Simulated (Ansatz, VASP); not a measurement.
# BeZn4O: VASP beside Ansatz

```xyz
6
Lattice="2.6455 0.0000 0.0000 -1.3227 2.2911 0.0000 0.0000 0.0000 15.4787" Properties=species:S:1:pos:R:3 pbc="T T T"
Be    0.0000    1.5274    0.2725
Zn    0.0000    0.0000   12.0781
Zn    0.0000    1.5274    4.5382
Zn    0.0000    1.5274    9.5636
Zn    0.0000    0.0000    7.0474
O     0.0000    0.0000    0.2747
```

Alike in both runs: task single point; functional PBE; k mesh 12 × 12 × 2; occupations gaussian, width 0.1 eV; no spin polarisation.

```csv
,VASP,Ansatz
version,VASP 6.6.1,Ansatz 0.2.0
potentials or method,"VASP PAW PBE potentials, release 64 (Be, Zn, O), cutoff 520 eV","scalar-relativistic, plane waves, PAW"
valence electrons in the cell,56,56
```

```tsv
	VASP	Ansatz	Ansatz less VASP
gap on the k mesh at the Fermi level (eV)	none	none	-
pressure (GPa)	0.2	0.0	-0.19
traceless stress, the component that is largest in VASP (GPa)	-0.13	0.03	+0.155
```

A gap of «none» marks a metal or a gap that the smearing closes. The functional is the same, so the differences come from potentials, cutoffs and numerics.
